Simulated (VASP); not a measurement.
Runs of VASP 6.6.1 on KCl. The structure is that of space group Pm-3m (No. 221), or close to it. The cells are those of the table. 

```tsv
cell	gap on the mesh (eV)	pressure (GPa)
a = 3.916, b = 3.916, c = 3.839 Å, 2 atoms	(a)	-1.9
a = 3.801, b = 3.801, c = 3.839 Å, 2 atoms	4.68	-1.1
a = 3.762, b = 3.762, c = 3.839 Å, 2 atoms	4.74	(b)
a = 3.906, b = 3.906, c = 3.839 Å, 2 atoms	4.44	-1.9
a = 3.820, b = 3.820, c = 3.839 Å, 2 atoms	4.65	-1.3
```

Alike in all rows: task single point; level PBEsol; potentials or basis VASP PAW PBE potentials, release 64 (K_sv, Cl); no spin polarisation; k mesh 6 × 6 × 6; cutoff (eV) 520; smearing gaussian 0.05 eV.

Q: Estimate the missing entries.

A: (a) 4.41; (b) -0.8.

Caveats: the PAW data sets were made with another functional, which shifts forces and pressure a little.

A k mesh can miss the band edges.
